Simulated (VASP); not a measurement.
A run of VASP 6.6.1 is set up as follows.

Contents of INCAR:

```
PREC     = Accurate       # precision mode
ENCUT    = 520            # plane-wave cutoff, eV
EDIFF    = 1E-6           # SCF threshold, eV
ISMEAR   = -1             # smearing method
SIGMA    = 0.05           # smearing width, eV
LREAL    = F              # projectors in reciprocal space
LASPH    = T              # aspherical terms in the spheres
NELM     = 100            # most SCF steps
ALGO     = Normal         # electronic algorithm
ISIF     = 2              # what is computed and relaxed
LWAVE    = F              # write WAVECAR
LCHARG   = F              # write CHGCAR
GGA      = PE             # functional
IVDW     = 13             # dispersion correction
NBANDS   = 53             # bands
```

KPOINTS

```
Automatic mesh
0
Gamma
  5 5 2
```

Contents of POSCAR:

```
Hf2Pd2Se2Br2O3
1.0
    6.2149091831     -1.7051725060     -0.0113985504
    6.2149091831      1.7051725060     -0.0113985504
   -0.0127885798      0.0000000000     10.7450340108
Hf Pd Se Br O
2 2 2 2 3
Direct
    0.9650402679      0.9650402679      0.0329403981
    0.5839853057      0.5839853057      0.2975415149
    0.1255869167      0.1255869167      0.5754703171
    0.3494130587      0.3494130587      0.7492145604
    0.9861116107      0.9861116107      0.7782947400
    0.7627992268      0.7627992268      0.6020433774
    0.6421195729      0.6421195729      0.0118835848
    0.2544678307      0.2544678307      0.2984687819
    0.5413394103      0.5413394103      0.4627256460
    0.3880026958      0.3880026958      0.0469552862
    0.0128241037      0.0128241037      0.2230517933
```

Potentials or basis: VASP PAW PBE potentials, release 64 (Hf_pv, Pd, Se, Br, O).

The run is started by

```sh
$ cat potpaw_PBE.64/Hf_pv/POTCAR potpaw_PBE.64/Pd/POTCAR potpaw_PBE.64/Se/POTCAR potpaw_PBE.64/Br/POTCAR potpaw_PBE.64/O/POTCAR > POTCAR
$ mpirun -np 1 vasp_std > vasp.out
```

Question: Predict the band gap on the k mesh.

Answer: 0.24 eV, indirect (least direct gap 0.49 eV).

Question: What does it give for the dispersion energy per atom?

Answer: -0.260 eV.

Stress tensor (GPa, compression positive):
```
-0.35  0.00 -0.04
 0.00 -0.62  0.00
-0.04  0.00 -0.45
```

Caveat: spin-orbit coupling is left out, which moves the levels of the heavy elements. A k mesh can miss the band edges.
